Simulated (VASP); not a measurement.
SbC2:

```
Sb C
1.0
     3.99620    0.00000    0.00000
     0.00000    3.99620    0.00000
     0.00000    0.00000    5.75299
Sb C
2 4
Direct
  0.00000 0.00000 0.00000
  0.50000 0.50000 0.50000
  0.00000 0.50000 0.20300
  0.00000 0.50000 0.70300
  0.50000 0.00000 0.29700
  0.50000 0.00000 0.79700
```

* Program: VASP 6.6.1
* Task: relaxation of cell and atoms
* Functional: PBE
* Potentials or basis: VASP PAW PBE potentials, release 64 (Sb_d_GW, C)
* Cutoff: 700 eV
* k mesh: 4 × 4 × 4
* Occupations: gaussian, width 0.1 eV
* Spin: no spin polarisation

At the start: pressure -9.1 GPa; volume 15.31 Å³/atom.

Task: Where does the relaxation end?

Result: Over 48 steps the energy falls by 1316.5 meV/atom and the volume is 16.02 Å³/atom (+4.6 %); space group P4_2/nmc (No. 137, to 0.1 Å) before and after.

Step by step:
```csv
step,energy change (eV),largest force (eV/Å),pressure (GPa),volume (Å³)
1,0.0000,0.3410,-9.09,91.87
3,-0.3012,0.4147,0.81,82.44
5,-0.3478,0.5457,0.64,82.61
7,-0.7405,0.1610,-0.34,81.71
9,-0.7710,0.2153,-0.58,81.01
11,-1.5366,0.3701,3.39,74.24
13,-1.7622,0.4015,28.91,63.97
15,-2.1184,0.2510,49.07,60.35
17,-2.1184,0.2423,50.11,60.27
19,-2.1214,0.2465,49.55,60.31
21,-2.1366,0.2457,49.51,60.36
23,-2.1966,0.2424,48.30,60.55
25,-2.4258,0.2297,44.39,61.30
27,-3.1859,0.1864,30.97,64.38
29,-4.3966,0.1178,-2.67,77.69
31,-4.7958,0.1034,-0.95,78.53
33,-6.8095,0.0037,29.75,80.03
35,-7.0561,0.0079,18.28,80.06
37,-7.0764,0.0061,22.02,80.06
39,-7.1904,0.0037,22.77,82.68
41,-7.8145,0.0034,6.43,90.62
43,-7.8917,0.0034,-0.74,95.39
45,-7.8943,0.0032,-0.20,95.24
47,-7.8942,0.0023,0.40,96.97
48,-7.8991,0.0027,0.04,96.09
```

Final structure:
```yaml
crystal:
  lattice:
    - [6.04298, 0.00000, 0.00000]
    - [0.00000, 6.04298, 0.00000]
    - [0.00000, 0.00000, 2.63145]
  atoms:
    - { symbol: Sb, position: [0.00000, 0.00000, 0.00000] }
    - { symbol: Sb, position: [0.50000, 0.50000, 0.50000] }
    - { symbol: C, position: [0.00000, 0.50000, 0.31151] }
    - { symbol: C, position: [0.00000, 0.50000, 0.81151] }
    - { symbol: C, position: [0.50000, 0.00000, 0.18849] }
    - { symbol: C, position: [0.50000, 0.00000, 0.68849] }
```

Caveat: the k points lie up to 0.60 Å⁻¹ apart in the final cell, too coarse for converged energies and pressures of a metal; a cell axis changed by over 15 % at a fixed basis, so the end point is rough; this functional lacks dispersion, which binds layers or chains, so the pressure and a relaxed spacing across them are unreliable.
